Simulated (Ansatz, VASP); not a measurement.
## Two plane-wave programs on HfC

```
Hf C
1.0
     2.90332    0.00000    0.00000
     0.00000    2.90332    0.00000
     0.00000    0.00000    2.90332
Hf C
1 1
Direct
  0.00000 0.00000 0.00000
  0.50000 0.50000 0.50000
```

Alike in both runs: task single point; functional PBE; k mesh 12 × 12 × 12; occupations gaussian, width 0.05 eV; no spin polarisation.

|  | VASP | Ansatz |
| --- | --- | --- |
| version | VASP 6.6.1 | Ansatz 0.2.0 |
| potentials or method | VASP PAW PBE potentials, release 64 (Hf_pv, C), cutoff 520 eV | scalar-relativistic, plane waves, PAW |
| valence electrons in the cell | 14 | 30 |

```csv
,VASP,Ansatz,Ansatz less VASP
gap on the k mesh at the Fermi level (eV),none,none,-
pressure (GPa),-1.9,-0.5,+1.35
```

A gap of «none» marks a metal or a gap that the smearing closes. VASP's potentials hold 14 valence electrons a cell and Ansatz's 30, so a difference there can come from the potentials and not from the codes.

Neither program's run includes spin-orbit coupling.
